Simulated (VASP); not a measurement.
K, 2 atoms in the cell. The cell holds a slab with vacuum, 2 atoms: a = 4.310 Å, b = 4.310 Å, c = 20.310 Å, α = 90.00°, β = 90.00°, γ = 90.00°. 

```yaml
Program: VASP 6.6.1
Task: relaxation of the atoms
Functional: PBEsol
Potentials_or_basis: VASP PAW PBE potentials, release 64 (K_sv)
Cutoff: 450 eV
k_mesh: 4 × 4 × 1
Occupations: gaussian, width 0.1 eV
Spin: no spin polarisation
Dipole_correction: yes
Further_INCAR_settings: ALGO = Normal; EDIFF = 1e-07; NELMDL = -8; IBRION = 2; EDIFFG = -0.03; NSW = 50
```

Potentials or basis: VASP PAW PBE potentials, release 64 (K_sv).

Run with:

```sh
$ cat potpaw_PBE.64/K_sv/POTCAR > POTCAR
$ mpirun -np 1 vasp_std > vasp.out
```

Hardware: 1 thread of Intel(R) Xeon(R) Platinum 8259CL CPU @ 2.50GHz (Skylake/Cascade Lake), on a shared host.

Question: Estimate the wall time of this run.

Answer: It took 4.9 min on 1 thread of Intel(R) Xeon(R) Platinum 8259CL CPU @ 2.50GHz (Skylake/Cascade Lake), on a shared host, peak memory 0.35 GiB. Counts: scf iterations 87, k points 6, ion steps 6.
